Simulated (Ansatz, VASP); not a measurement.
## CdSe in VASP and in Ansatz

```
CELL_PARAMETERS angstrom
0.00000 2.86915 2.86915
2.86915 0.00000 2.86915
2.86915 2.86915 0.00000
ATOMIC_POSITIONS crystal
Cd 0.00000 0.00000 0.00000
Se 0.50000 0.50000 0.50000
```

Alike in both runs: functional PBE; k mesh 13 × 13 × 13; occupations fermi-dirac, width 0.05 eV; no spin polarisation.

Ansatz relaxed the structure, and its values are those at the end. VASP's run is a single point on that final structure, the one shown.

|  | VASP | Ansatz |
| --- | --- | --- |
| version | VASP 6.6.1 | Ansatz 0.2.0 |
| potentials or method | VASP PAW PBE potentials, release 64 (Cd, Se) | PAW with Ansatz's default frozen-core files, scalar-relativistic |
| plane-wave cutoff (eV) | 520 | 420 |
| valence electrons in the cell | 18 | 36 |

```csv
,VASP,Ansatz,Ansatz less VASP
pressure (GPa),0.3,0.0,-0.33
```

VASP's potentials hold 18 valence electrons a cell and Ansatz's 36, so a difference there can come from the potentials and not from the codes.
